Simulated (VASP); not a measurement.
# Li2O (Fm-3m) in VASP: notebook

Runs on Li2O. Level: r2SCAN. Tasks: single point.

All numbers are computed with VASP 6.6.1; they aren't measurements. Logs are shortened: lines on timing, memory, paths and dates and some standing lists are left out, and cuts for length are marked.

## (1) The cell of the first run

Symmetry: Fm-3m, No. 225, cubic system. The conventional cell has a = 4.374 Å, b = 4.374 Å, c = 4.374 Å, α = 90.00°, β = 90.00°, γ = 90.00°. Within 2.5 Å of Li (site symmetry -43m) lie 4 O at 1.89 Å and 6 Li at 2.19 Å. Within 2.5 Å of O (site symmetry m-3m) lie 8 Li at 1.89 Å.

## (2) Single point, r2SCAN

The input, POSCAR:

```
Li2O
1.0
    2.1871406701      2.1871406701      0.0000000000
   -2.1871406701      2.1871406701      0.0000000000
    0.0000000000      2.1871406701      2.1871406701
Li O
2 1
Direct
    0.2500000000      0.7500000000      0.5000000000
    0.7500000000      0.2500000000      0.5000000000
    0.0000000000      0.0000000000      0.0000000000
```

The input, INCAR.step1:

```
SYSTEM = Li2O
  PREC = Accurate
  ENCUT = 830
  ISMEAR = 0
  SIGMA = 0.01
  LREAL = .FALSE.
  LASPH = .TRUE.
  NELM = 120
  NBANDS = 13
  GGA = PE
  ALGO = Normal
  EDIFF = 1E-5
  LWAVE = .TRUE.
  LCHARG = .FALSE.
  GGA_COMPAT = .FALSE.
```

The input, INCAR.step2:

```
SYSTEM = Li2O
  PREC = Accurate
  ENCUT = 830
  EDIFF = 1E-6
  ISMEAR = 0
  SIGMA = 0.01
  LREAL = .FALSE.
  LASPH = .TRUE.
  NELM = 120
  ALGO = Normal
  ISIF = 2
  LWAVE = .FALSE.
  LCHARG = .TRUE.
  METAGGA = R2SCAN
  LMIXTAU = .TRUE.
  LELF = .TRUE.
  LVHAR = .TRUE.
  NBANDS = 13
  ISTART = 1
  GGA_COMPAT = .FALSE.
```

The input, KPOINTS:

```
regular mesh
0
G
  8 8 8
  0 0 0
```

Potentials or basis: VASP PAW PBE potentials, release 64 (Li_sv, O).

On the command line:

```
> cat potpaw_PBE.64/Li_sv/POTCAR potpaw_PBE.64/O/POTCAR > POTCAR
> cp INCAR.step1 INCAR
> mpirun -np 1 vasp_std > vasp.out
> cp INCAR.step2 INCAR
> mpirun -np 1 vasp_std > vasp.out
```

OUTCAR:

```text
SYSTEM = Li2O
   PREC = Accurate
   ENCUT = 830
   EDIFF = 1E-6
   ISMEAR = 0
   LREAL = .FALSE.
   LASPH = .TRUE.
   NELM = 120
   ISIF = 2
   METAGGA = R2SCAN
   ISTART = 1

 ion  position               nearest neighbor table
   1  0.250  0.750  0.500-   3 1.89   3 1.89   3 1.89   3 1.89   2 2.19   2 2.19   2 2.19   2 2.19
                             2 2.19   2 2.19
   2  0.750  0.250  0.500-   3 1.89   3 1.89   3 1.89   3 1.89   1 2.19   1 2.19   1 2.19   1 2.19
                             1 2.19   1 2.19
   3  0.000  0.000  0.000-   2 1.89   1 1.89   1 1.89   2 1.89   1 1.89   2 1.89   2 1.89   1 1.89

  LATTYP: Found a face centered cubic cell.
 ALAT       =     4.3742813402

  Lattice vectors:

 A1 = (   0.0000000000,   2.1871406701,   2.1871406701)
 A2 = (   2.1871406701,   0.0000000000,   2.1871406701)
 A3 = (   2.1871406701,   2.1871406701,   0.0000000000)

Analysis of symmetry for initial positions (statically):
=====================================================================
 Subroutine PRICEL returns:
 Original cell was already a primitive cell.

 Routine SETGRP: Setting up the symmetry group for a
 face centered cubic supercell.

 Subroutine GETGRP returns: Found 48 space group operations
 (whereof 48 operations were pure point group operations)
 out of a pool of 48 trial point group operations.

The static configuration has the point symmetry O_h .

Analysis of symmetry for dynamics (positions and initial velocities):
=====================================================================
 Subroutine PRICEL returns:
 Original cell was already a primitive cell.

 Routine SETGRP: Setting up the symmetry group for a
 face centered cubic supercell.

 Subroutine GETGRP returns: Found 48 space group operations
 (whereof 48 operations were pure point group operations)
 out of a pool of 48 trial point group operations.

The dynamic configuration has the point symmetry O_h .

 Subroutine INISYM returns: Found 48 space group operations
 (whereof 48 operations are pure point group operations),
 and found     1 'primitive' translations

----------------------------------------------------------------------------------------

                                     Primitive cell

  volume of cell :      20.9247

  direct lattice vectors                    reciprocal lattice vectors
     2.187140670  2.187140670  0.000000000     0.228608981  0.228608981 -0.228608981
    -2.187140670  2.187140670  0.000000000    -0.228608981  0.228608981 -0.228608981
     0.000000000  2.187140670  2.187140670     0.000000000  0.000000000  0.457217962

  length of vectors
     3.093083998  3.093083998  3.093083998     0.395962370  0.395962370  0.457217962

  position of ions in fractional coordinates (direct lattice)
     0.250000000  0.750000000  0.500000000
     0.750000000  0.250000000  0.500000000
     0.000000000  0.000000000  0.000000000

  ion indices of the primitive-cell ions
   primitive index   ion index
                 1           1
                 2           2
                 3           3

----------------------------------------------------------------------------------------

 KPOINTS: regular mesh

Automatic generation of k-mesh.
 Grid dimensions read from file:
 generate k-points for:    8    8    8

 Generating k-lattice:

  Cartesian coordinates                     Fractional coordinates (reciprocal lattice)
     0.028576123  0.028576123 -0.028576123     0.125000000  0.000000000  0.000000000
    -0.028576123  0.028576123 -0.028576123     0.000000000  0.125000000  0.000000000
     0.000000000  0.000000000  0.057152245     0.000000000  0.000000000  0.125000000

  Length of vectors
     0.049495296  0.049495296  0.057152245

  Shift w.r.t. Gamma in fractional coordinates (k-lattice)
     0.000000000  0.000000000  0.000000000

 Subroutine IBZKPT returns following result:
 ===========================================

 Found     29 irreducible k-points:

 Following reciprocal coordinates:
            Coordinates               Weight
  0.000000  0.000000  0.000000      1.000000
  0.125000  0.000000  0.000000      8.000000
  0.250000  0.000000  0.000000      8.000000
  0.375000  0.000000  0.000000      8.000000
  0.500000  0.000000  0.000000      4.000000
  0.125000  0.125000  0.000000     12.000000
[... 16 lines left out ...]
  0.375000  0.250000  0.125000     48.000000
  0.500000  0.250000  0.125000     24.000000
 [... further k-points ...]
   k-points           NKPTS =     29   k-points in BZ     NKDIM =     29   number of bands    NBANDS=     13
   number of dos      NEDOS =    301   number of ions     NIONS =      3
   total plane-waves  NPLWV =  27000
   dimension x,y,z NGX =    30 NGY =   30 NGZ =   30
   dimension x,y,z NGXF=    60 NGYF=   60 NGZF=   60
   ions per type =               2   1
   NGX,Y,Z   is equivalent  to a cutoff of  16.12, 16.12, 16.12 a.u.
   NGXF,Y,Z  is equivalent  to a cutoff of  32.25, 32.25, 32.25 a.u.
 SYSTEM =  Li2O
   PREC   = accura    normal or accurate (medium, high low for compatibility)
   ISTART =      1    job   : 0-new  1-cont  2-samecut
   ICHARG =      0    charge: 1-file 2-atom 10-const
   ISPIN  =      1    spin polarized calculation?
   LNONCOLLINEAR =      F non collinear calculations
   LSORBIT =      F    spin-orbit coupling
   LASPH  =      T    aspherical Exc in radial PAW
   ENCUT  =  830.0 eV  61.00 Ry    7.81 a.u.   7.27  7.27  7.27*2*pi/ulx,y,z
   NELM   =    120;   NELMIN=  2; NELMDL=  0     # of ELM steps
   EDIFF  = 0.1E-05   stopping-criterion for ELM
   LREAL  =      F    real-space projection
   EDIFFG = 0.1E-04   stopping-criterion for IOM
   NSW    =      0    number of steps for IOM
   IBRION =     -1    ionic relax: 0-MD 1-quasi-New 2-CG
   NFREE  =      0    steps in history (QN), initial steepest desc. (CG)
   ISIF   =      2    stress and relaxation
   ISYM   =      2    0-nonsym 1-usesym 2-fastsym
   POTIM  = 0.5000    time-step for ionic-motion
   TEBEG  =    0.0;   TEEND  =   0.0 temperature during run
   PSTRESS=    0.0 pullay stress
   NELECT =      12.0000    total number of electrons
   NUPDOWN=      -1.0000    fix difference up-down
   EMIN   =  10.00;   EMAX   =-10.00  energy-range for DOS
   EFERMI =   0.00;   METHOD = LEGACY
   ISMEAR =     0;   SIGMA  =   0.01  broadening in eV -4-tet -1-fermi 0-gaus
   EFERMI_NEDOS =   21; number of points for ismear=-14 and -15
   IALGO  =     38    algorithm
   IMIX   =      4    mixing-type and parameters
     AMIX     =   0.40;   BMIX     =  1.00
     AMIX_MAG =   1.60;   BMIX_MAG =  1.00
  volume/ion in A,a.u.               =       6.97        47.07
  Fermi-wavevector in a.u.,A,eV,Ry     =   1.360135  2.570282 25.170314  1.849966
  Thomas-Fermi vector in A             =   2.486823
   LORBIT       =      0    0 simple, 1 ext, 2 COOP (PROOUT), +10 PAW based schemes
   METAGGA = R2SCAN    functional components
   LHFCALC =     F    Hartree Fock is set to
   AEXX    =    0.0000 exact exchange contribution
   IVDW    =     0    specifies the selected vdW correction
   LEPSILON=     F    determine dielectric tensor
   LRPA    =     F    only Hartree local field effects (RPA)
 non-spin polarized calculation
 Gauss-broadening in eV      SIGMA  =   0.01
  energy-cutoff  :      830.00
  volume of cell :       20.92
 maximum number of plane-waves:      1158
 NGX is ok and might be reduce to    30
   NGX = 15   NGY = 15   NGZ = 15

 number of electron      11.9999998 magnetization

 Free energy of the ion-electron system (eV)
  ---------------------------------------------------
  ext. energy  EPLUGINS =         0.00000000
  ---------------------------------------------------
  free energy    TOTEN  =       -16.69604001 eV

  energy without entropy =      -16.69604001  energy(sigma->0) =      -16.69604001

 E-fermi :   2.0151     XC(G=0): -11.0341

 val. band max:        1.8994381550   @ k =   0.0000   0.0000   0.0000
 cond. band min:       7.8952732666   @ k =   0.5000   0.5000   0.0000
 fundamental gap:      5.9958351117
 Fermi energy:         2.0150999683

 k-point     1 :       0.0000    0.0000    0.0000
  band No.  band energies     occupation
      1     -42.2796      2.00000
      2     -41.7478      2.00000
      3     -14.7127      2.00000
      4       1.8994      2.00000
      5       1.8994      2.00000
      6       1.8994      2.00000
      7       9.4565      0.00000
      8      16.0371      0.00000
      9      16.0371      0.00000
     10      16.0372      0.00000
     11      23.9879      0.00000
     12      23.9879      0.00000
     13      23.9879      0.00000

 k-point     2 :       0.1250    0.0000    0.0000
  band No.  band energies     occupation
      1     -42.2553      2.00000
      2     -41.7644      2.00000
      3     -14.6892      2.00000
      4       1.3503      2.00000
      5       1.8121      2.00000
      6       1.8121      2.00000
      7       9.8290      0.00000
      8      16.1820      0.00000
      9      16.2971      0.00000
     10      16.2971      0.00000
     11      22.2354      0.00000
     12      22.2354      0.00000
     13      24.7311      0.00000

 k-point     3 :       0.2500    0.0000    0.0000
  band No.  band energies     occupation
      1     -42.1879      2.00000
      2     -41.8130      2.00000
      3     -14.6278      2.00000
      4       0.1888      2.00000
      5       1.6141      2.00000
      6       1.6141      2.00000
      7      10.7939      0.00000
      8      16.2157      0.00000
      9      16.5279      0.00000
     10      16.5279      0.00000
     11      21.4247      0.00000
     12      21.4247      0.00000
     13      26.5368      0.00000
[... 305 lines left out ...]
 k-point    23 :       0.3750    0.2500    0.1250
  band No.  band energies     occupation
      1     -42.0663      2.00000
      2     -41.9042      2.00000
      3     -14.5347      2.00000
      4      -0.5934      2.00000
      5       0.7092      2.00000
      6       1.1501      2.00000
      7      11.0347      0.00000
      8      15.2077      0.00000
      9      17.6706      0.00000
     10      18.2229      0.00000
     11      20.6935      0.00000
     12      24.9390      0.00000
     13      28.4734      0.00000

 k-point    24 :       0.5000    0.2500    0.1250
  band No.  band energies     occupation
      1     -41.9827      2.00000
      2     -41.9812      2.00000
      3     -14.5111      2.00000
      4      -0.8859      2.00000
      5       0.7690      2.00000
      6       0.9339      2.00000
      7      11.4028      0.00000
      8      14.8387      0.00000
      9      17.5435      0.00000
     10      18.2307      0.00000
     11      22.9712      0.00000
     12      23.2243      0.00000
     13      29.2533      0.00000

 [... further k-points ...]

------------------------ aborting loop because EDIFF is reached ----------------------------------------

  FORCE on cell =-STRESS in cart. coord.  units (eV):
  Direction    XX          YY          ZZ          XY          YZ          ZX
  --------------------------------------------------------------------------------------
  -------------------------------------------------------------------------------------
  Total        2.1579195      2.1579195      2.1579195      0.0000000      0.0000000      0.0000000
  in kB      165.2287702    165.2287702    165.2287702      0.0000000      0.0000000      0.0000000
  external PRESSURE =     165.2287702 kB  Pullay stress =       0.0000000 kB

 VOLUME and BASIS-vectors are now :
 -----------------------------------------------------------------------------
  energy-cutoff  :      830.00
  volume of cell :       20.92
      direct lattice vectors                 reciprocal lattice vectors
     2.187140670  2.187140670  0.000000000     0.228608981  0.228608981 -0.228608981
    -2.187140670  2.187140670  0.000000000    -0.228608981  0.228608981 -0.228608981
     0.000000000  2.187140670  2.187140670     0.000000000  0.000000000  0.457217962

 POSITION                                       TOTAL-FORCE (eV/Angst)
 -----------------------------------------------------------------------------------
     -1.09357      3.28071      1.09357        -0.000000      0.000000      0.000000
      1.09357      3.28071      1.09357         0.000000     -0.000000     -0.000000
      0.00000      0.00000      0.00000         0.000000      0.000000      0.000000
 -----------------------------------------------------------------------------------
    total drift:                               -0.000000      0.000000     -0.000000

  FREE ENERGIE OF THE ION-ELECTRON SYSTEM (eV)
  ---------------------------------------------------
  free  energy   TOTEN  =       -16.6960400120 eV

  energy  without entropy=      -16.6960400120  energy(sigma->0) =      -16.69604001
```

Wall time 3.3 min (1 thread of Intel Xeon 8259CL, shared host); peak memory 0.17 GiB.

Results:

```yaml
Free_energy: -16.6960 eV
Pressure: 16.5 GPa
Band_gap_on_the_k_mesh: 6.00 eV (least direct gap 7.56 eV)
```

Caveat: the cell stands under pressure; the PAW data sets were made with another functional, which shifts forces and pressure a little. A k mesh can miss the band edges.

## (3) Single point, r2SCAN

POSCAR is that of step 2.

The input, INCAR.step1:

```
ALGO = Normal ; EDIFF = 1E-5
ENCUT = 830 ; GGA = PE
GGA_COMPAT = False ; ISMEAR = 0
LASPH = True ; LCHARG = False
LREAL = False ; LWAVE = True
NBANDS = 13 ; NELM = 120
PREC = Accurate ; SIGMA = 0.01
```

The input, INCAR.step2:

```
ALGO = Normal ; EDIFF = 1E-6
ENCUT = 830 ; GGA_COMPAT = False
ISIF = 2 ; ISMEAR = 0
ISTART = 1 ; LASPH = True
LCHARG = False ; LMIXTAU = True
LREAL = False ; LWAVE = False
METAGGA = R2SCAN ; NBANDS = 13
NELM = 120 ; PREC = Accurate
SIGMA = 0.01
```

The input, KPOINTS:

```
k-points
0
Gamma
  8 8 8
```

Potentials or basis: VASP PAW PBE potentials, release 64 (Li_sv, O).

On the command line:

```
> cat potpaw_PBE.64/Li_sv/POTCAR potpaw_PBE.64/O/POTCAR > POTCAR
> cp INCAR.step1 INCAR
> mpirun -np 1 vasp_std > vasp.out
> cp INCAR.step2 INCAR
> mpirun -np 1 vasp_std > vasp.out
```

Wall time 3.3 min (1 thread of Intel Xeon 8259CL, shared host); peak memory 0.17 GiB.

The run converged. Its results:

- Free energy: -16.6960 eV
- Pressure: 16.5 GPa
- Band gap on the k mesh: 6.00 eV (least direct gap 7.56 eV)

Levels at points of the mesh, in eV from the valence-band top:
| k point | band 2 | band 3 | band 4 | band 5 | band 6 | band 7 | band 8 | band 9 | band 10 | band 11 |
| --- | --- | --- | --- | --- | --- | --- | --- | --- | --- | --- |
| (0.00, 0.00, 0.00) | -43.65 | -16.61 | 0.00 | 0.00 | 0.00 | 7.56 | 14.14 | 14.14 | 14.14 | 22.09 |
| (0.50, 0.00, 0.00) | -43.88 | -16.43 | -3.11 | -0.54 | -0.54 | 11.26 | 12.81 | 14.03 | 14.03 | 21.48 |
| (0.50, 0.50, 0.00) | -43.79 | -16.41 | -1.68 | -1.68 | -1.63 | 6.00 | 16.48 | 16.48 | 18.55 | 19.33 |

Caveat: the cell stands under pressure; the PAW data sets were made with another functional, which shifts forces and pressure a little.

## (4) Single point, r2SCAN

This run uses another cell than the first one, of 7.24 Å³/atom.

The input, POSCAR:

```
Li2O
1.0
    2.2146740081      2.2146740081      0.0000000000
   -2.2146740081      2.2146740081      0.0000000000
    0.0000000000      2.2146740081      2.2146740081
Li O
2 1
Direct
    0.2500000000      0.7500000000      0.5000000000
    0.7500000000      0.2500000000      0.5000000000
    0.0000000000      0.0000000000      0.0000000000
```

The input, INCAR.step1:

```
SYSTEM = Li2O
  ALGO = Normal
  EDIFF = 1E-5
  ENCUT = 830
  GGA = PE
  GGA_COMPAT = .False.
  ISMEAR = 0
  LASPH = .True.
  LCHARG = .False.
  LREAL = .False.
  LWAVE = .True.
  NBANDS = 13
  NELM = 120
  PREC = Accurate
  SIGMA = 0.01
```

The input, INCAR.step2:

```
SYSTEM = Li2O
  ALGO = Normal
  EDIFF = 1E-6
  ENCUT = 830
  GGA_COMPAT = .False.
  ISIF = 2
  ISMEAR = 0
  ISTART = 1
  LASPH = .True.
  LCHARG = .False.
  LMIXTAU = .True.
  LREAL = .False.
  LWAVE = .False.
  METAGGA = R2SCAN
  NBANDS = 13
  NELM = 120
  PREC = Accurate
  SIGMA = 0.01
```

The input, KPOINTS:

```
k-points
0
Gamma
  8 8 8
  0 0 0
```

On the command line:

```
> cat potpaw_PBE.64/Li_sv/POTCAR potpaw_PBE.64/O/POTCAR > POTCAR
> cp INCAR.step1 INCAR
> mpirun -np 1 vasp_std > vasp.out
> cp INCAR.step2 INCAR
> mpirun -np 1 vasp_std > vasp.out
```

Wall time 2.7 min (1 thread of Intel Xeon 8259CL, shared host); peak memory 0.17 GiB.

Results (log left out):

```
Free energy            : -16.7655 eV
Pressure               : 11.1 GPa
Band gap on the k mesh : 5.92 eV (least direct gap 7.21 eV)
```

Levels at points of the mesh, in eV from the valence-band top:
```csv
k point,band 3,band 4,band 5,band 6,band 7,band 8,band 9,band 10
"(0.00, 0.00, 0.00)",-16.56,0.00,0.00,0.00,7.21,13.90,13.90,13.90
"(0.50, 0.00, 0.00)",-16.37,-3.01,-0.52,-0.52,10.98,12.34,13.80,13.80
"(0.50, 0.50, 0.00)",-16.34,-1.62,-1.61,-1.61,5.92,16.06,16.06,17.94
```

Caveat: the cell stands under pressure; the PAW data sets were made with another functional, which shifts forces and pressure a little. A k mesh can miss the band edges.

## (5) Single point, r2SCAN

This run uses another cell than the first one, of 7.43 Å³/atom.

The input, POSCAR:

```
Li2O
1.0
    2.2336555954      2.2336555954      0.0000000000
   -2.2336555954      2.2336555954      0.0000000000
    0.0000000000      2.2336555954      2.2336555954
Li O
2 1
Direct
    0.2500000000      0.7500000000      0.5000000000
    0.7500000000      0.2500000000      0.5000000000
    0.0000000000      0.0000000000      0.0000000000
```

The input, INCAR.step1:

```
PREC = Accurate ; ENCUT = 830
ISMEAR = 0 ; SIGMA = 0.01
LREAL = False ; LASPH = True
NELM = 120 ; NBANDS = 13
GGA = PE ; ALGO = Normal
EDIFF = 1E-5 ; LWAVE = True
LCHARG = False ; GGA_COMPAT = False
```

The input, INCAR.step2:

```
PREC = Accurate ; ENCUT = 830
EDIFF = 1E-6 ; ISMEAR = 0
SIGMA = 0.01 ; LREAL = False
LASPH = True ; NELM = 120
ALGO = Normal ; ISIF = 2
LWAVE = False ; LCHARG = False
METAGGA = R2SCAN ; LMIXTAU = True
NBANDS = 13 ; ISTART = 1
GGA_COMPAT = False
```

The input, KPOINTS:

```
Automatic mesh
0
Gamma
  8 8 8
```

On the command line:

```
> cat potpaw_PBE.64/Li_sv/POTCAR potpaw_PBE.64/O/POTCAR > POTCAR
> cp INCAR.step1 INCAR
> mpirun -np 1 vasp_std > vasp.out
> cp INCAR.step2 INCAR
> mpirun -np 1 vasp_std > vasp.out
```

It took 2.5 min on 1 thread of Intel Xeon 8259CL, shared host; peak memory 0.17 GiB.

The run converged. Its results:

- Free energy: -16.7998 eV
- Pressure: 7.9 GPa
- Band gap on the k mesh: 5.87 eV (least direct gap 6.97 eV)

Levels at points of the mesh, in eV from the valence-band top:
```
           k point  band 3  band 4  band 5  band 6  band 7  band 8  band 9  band 10
(0.00, 0.00, 0.00)  -16.52    0.00    0.00    0.00    6.97   13.73   13.73    13.73
(0.50, 0.00, 0.00)  -16.32   -2.95   -0.50   -0.50   10.79   12.02   13.65    13.65
(0.50, 0.50, 0.00)  -16.29   -1.61   -1.56   -1.56    5.87   15.79   15.79    17.54
```

Caveat: the cell stands under pressure; the PAW data sets were made with another functional, which shifts forces and pressure a little. A k mesh can miss the band edges.

## (6) Overview

```csv
cell,gap on the mesh (eV),pressure (GPa)
"a = 3.093 Å, angles 60.0, 60.0, 90.0°, 3 atoms",6.00,16.5
"a = 3.132 Å, angles 60.0, 60.0, 90.0°, 3 atoms",5.92,11.1
"a = 3.159 Å, angles 60.0, 60.0, 90.0°, 3 atoms",5.87,7.9
```

Alike in all rows: task single point; level r2SCAN; potentials or basis VASP PAW PBE potentials, release 64 (Li_sv, O); no spin polarisation; k mesh 8 × 8 × 8; cutoff (eV) 830; smearing gaussian 0.01 eV.

Caveats: the cell stands under pressure; the PAW data sets were made with another functional, which shifts forces and pressure a little.

Absolute energies hang on the potentials; compare differences alone.
